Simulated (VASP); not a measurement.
# MgC2: single point with LDA

The system is MgC2.

```
CELL_PARAMETERS angstrom
3.79155 0.00000 0.00000
0.00000 3.79155 0.00000
0.00000 0.00000 4.61679
ATOMIC_POSITIONS crystal
Mg 0.00000 0.00000 0.50000
Mg 0.50000 0.50000 0.00000
C 0.38468 0.61532 0.50000
C 0.11532 0.11532 0.00000
C 0.61532 0.38468 0.50000
C 0.88468 0.88468 0.00000
```

* Program: VASP 6.6.1
* Task: single point
* Functional: LDA
* Potentials or basis: VASP PAW LDA potentials, release 64 (Mg_sv, C_h)
* Cutoff: 1300 eV
* k mesh: 5 × 5 × 5
* Occupations: fermi-dirac, width 0.05 eV
* Spin: no spin polarisation
* Dipole correction: no
* Further INCAR settings: ALGO = Normal; EDIFF = 1e-06; NBANDS = 27

```
Pressure               : 10.3 GPa
Largest force          : 0.031 eV/Å
Band gap on the k mesh : 1.92 eV (least direct gap 2.23 eV)
```

Forces in eV/Å, atoms in the order of the input:
```
Mg   0.000  0.000  0.000
Mg   0.000  0.000  0.000
C   -0.022  0.022  0.000
C    0.022  0.022  0.000
C    0.022 -0.022  0.000
C   -0.022 -0.022  0.000
```

Stress tensor (GPa, compression positive):
```
10.40  0.00  0.00
 0.00 10.40  0.00
 0.00  0.00 10.21
```

Levels at points of the mesh, in eV from the valence-band top:
| k point | band 15 | band 16 | band 17 | band 18 | band 19 | band 20 | band 21 | band 22 |
| --- | --- | --- | --- | --- | --- | --- | --- | --- |
| (0.00, 0.00, 0.00) | -1.38 | -0.52 | -0.31 | -0.31 | 1.92 | 5.31 | 5.41 | 5.41 |

It took 67 s on 1 thread of Intel(R) Xeon(R) Platinum 8488C (Sapphire Rapids) (shared host), peak memory 0.31 GiB.

Caveat: the cell stands under pressure. A k mesh can miss the band edges.
